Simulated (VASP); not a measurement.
**Li: single point with PBE**

The system is Li.

```
Li
1.0
    -2.36034    2.36034    1.27683
     2.36034   -2.36034    1.27683
     2.36034    2.36034   -1.27683
Li
2
Direct
  0.62500 0.87500 0.75000
  0.37500 0.12500 0.25000
```

```json
{"Program": "VASP 6.6.1", "Task": "single point", "Functional": "PBE", "Potentials or basis": "VASP PAW PBE potentials, release 64 (Li_sv)", "Cutoff": "520 eV", "k mesh": "15 × 15 × 15", "Occupations": "fermi-dirac, width 0.08 eV", "Spin": "no spin polarisation", "Dipole correction": "no", "Further INCAR settings": "ALGO = Normal; EDIFF = 1e-07; NBANDS = 10"}
```

* Band gap on the k mesh: zero (band 3 reaches 3.42 eV, above the bottom of band 4 at 0.20 eV)

Levels at points of the mesh, in eV from the Fermi level:
| k point | band 1 | band 2 | band 3 | band 4 | band 5 | band 6 |
| --- | --- | --- | --- | --- | --- | --- |
| (0.00, 0.00, 0.00) | -46.18 | -46.04 | -3.86 | 4.61 | 4.61 | 7.44 |

Run time: 31 s on 1 thread of Intel(R) Xeon(R) 6975P-C (Granite Rapids), on a shared host, peak memory 0.18 GiB.
